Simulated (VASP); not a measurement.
Here is a VASP 6.6.1 calculation.

Contents of POSCAR:

```
BeTe
1.0
    0.0000000000      2.7325629784      2.7325629784
    2.7325629784      0.0000000000      2.7325629784
    2.7325629784      2.7325629784      0.0000000000
Te Be
1 1
Direct
    0.7500000000      0.7500000000      0.7500000000
    0.0000000000      0.0000000000      0.0000000000
```

INCAR.step1

```
PREC     = Accurate       # precision mode
ENCUT    = 520            # plane-wave cutoff, eV
EDIFF    = 1E-5           # SCF threshold, eV
ISMEAR   = -1             # smearing method
SIGMA    = 0.05           # smearing width, eV
LREAL    = False          # projectors in reciprocal space
LASPH    = True           # aspherical terms in the spheres
NELM     = 80             # most SCF steps
ALGO     = Normal         # electronic algorithm
ISIF     = 2              # what is computed and relaxed
LWAVE    = True           # write WAVECAR
LCHARG   = False          # write CHGCAR
NBANDS   = 11             # bands
GGA      = PE             # functional
```

The input INCAR.step2:

```
PREC     = Accurate       # precision mode
ENCUT    = 520            # plane-wave cutoff, eV
EDIFF    = 1E-6           # SCF threshold, eV
ISMEAR   = -1             # smearing method
SIGMA    = 0.05           # smearing width, eV
LREAL    = False          # projectors in reciprocal space
LASPH    = True           # aspherical terms in the spheres
NELM     = 80             # most SCF steps
ALGO     = Normal         # electronic algorithm
ISIF     = 2              # what is computed and relaxed
LWAVE    = False          # write WAVECAR
LCHARG   = False          # write CHGCAR
GGA      = PE             # functional
LHFCALC  = True           # exact exchange
HFSCREEN = 0.2079         # screening, 1/A
PRECFOCK = Normal       
NBANDS   = 11             # bands
ISTART   = 1
```

KPOINTS

```
regular mesh
0
Gamma
  6 6 6
```

Potentials or basis: VASP PAW PBE potentials, release 64 (Te, Be).

The run is started by

```console
$ cat potpaw_PBE.64/Te/POTCAR potpaw_PBE.64/Be/POTCAR > POTCAR
$ cp INCAR.step1 INCAR
$ mpirun -np 1 vasp_std > vasp.out
$ cp INCAR.step2 INCAR
$ mpirun -np 1 vasp_std > vasp.out
```

Q: Predict the band gap on the k mesh.

A: 2.38 eV (least direct gap 4.37 eV).

Q: What does it give for the pressure?

A: 6.4 GPa.

Caveat: the cell stands under pressure; the PAW data sets were made with another functional, which shifts forces and pressure a little; spin-orbit coupling is left out, which moves the levels of the heavy elements. A k mesh can miss the band edges.
